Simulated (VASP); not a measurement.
Here is a VASP 6.6.1 calculation.

File INCAR:

```
SYSTEM = Ta2Bi2O
ALGO = Normal
EDIFF = 1E-6
ENCUT = 520
GGA = PE
ISIF = 2
ISMEAR = 0
LASPH = .TRUE.
LCHARG = .FALSE.
LREAL = .FALSE.
LWAVE = .FALSE.
NBANDS = 37
NELM = 60
PREC = Accurate
SIGMA = 0.1
```

Contents of KPOINTS:

```
k-points
0
G
  6 6 2
  0 0 0
```

POSCAR

```
Ta2Bi2O
1.0
    4.3847333679      0.0000000030      0.0000000000
   -2.1923666865      3.7972904840      0.0000000000
    0.0000000000      0.0000000000      6.4649516991
Ta Bi O
2 2 1
Direct
    0.3333333333      0.6666666667      0.2869574745
    0.3333333333      0.6666666667      0.7130425255
    0.6666666667      0.3333333333      0.0000000000
    0.0000000000      0.0000000000      0.5000000000
    0.6666666667      0.3333333333      0.5000000000
```

Potentials or basis: VASP PAW PBE potentials, release 64 (Ta_pv, Bi_d, O).

The run is started by

```sh
$ cat potpaw_PBE.64/Ta_pv/POTCAR potpaw_PBE.64/Bi_d/POTCAR potpaw_PBE.64/O/POTCAR > POTCAR
$ mpirun -np 1 vasp_std > vasp.out
```

(1) Estimate the pressure.

(2) What does it give for the band gap on the k mesh?

(3) Estimate the largest force.

Results:

(1) -0.1 GPa.

(2) zero (bands 29 and 30 overlap by 0.08 eV).

(3) 0.016 eV/Å.

Caveat: the k points lie up to 0.49 Å⁻¹ apart; spin-orbit coupling is left out, which moves the levels of the heavy elements.
